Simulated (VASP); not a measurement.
Write the native input for VASP 6.6.1 that does the following.

```
Task                   : single point
Functional             : LDA
Potentials or basis    : VASP PAW LDA potentials, release 64 (Cr_pv)
Cutoff                 : 520 eV
k mesh                 : 16 × 16 × 16
Occupations            : methfessel-paxton, width 0.01 eV
Spin                   : no spin polarisation
Dipole correction      : no
Further INCAR settings : ALGO = Normal; EDIFF = 1e-07; NBANDS = 12
```

The structure of Cr lies in POSCAR:

```
Cr
1.0
   -1.3942485114      1.3942485114      1.3942485114
    1.3942485114     -1.3942485114      1.3942485114
    1.3942485114      1.3942485114     -1.3942485114
Cr
1
Direct
    0.0000000000      0.0000000000      0.0000000000
```

These files were run (other wordings do the same):

INCAR

```
SYSTEM = Cr
  PREC = Accurate
  ENCUT = 520
  EDIFF = 1E-7
  ISMEAR = 1
  SIGMA = 0.01
  LREAL = .False.
  LASPH = .True.
  NELM = 60
  ALGO = Normal
  ISIF = 2
  LWAVE = .False.
  LCHARG = .False.
  GGA = CA
  NBANDS = 12
```

KPOINTS

```
regular mesh
0
Gamma
  16 16 16
  0 0 0
```

Potentials or basis: VASP PAW LDA potentials, release 64 (Cr_pv).

The run is started by

```sh
$ cat potpaw_LDA.64/Cr_pv/POTCAR > POTCAR
$ mpirun -np 1 vasp_std > vasp.out
```

Results of the run:

```yaml
Pressure: 0.1 GPa
Band_gap_on_the_k_mesh: zero (band 6 reaches 14.42 eV, above the bottom of band 7 at 10.72 eV)
```

Caveat: the run has no spin polarisation, though such a crystal can be magnetic.

Run time: 8.3 s on 1 thread of Intel(R) Xeon(R) Platinum 8488C (Sapphire Rapids) (shared host), peak memory 0.12 GiB.
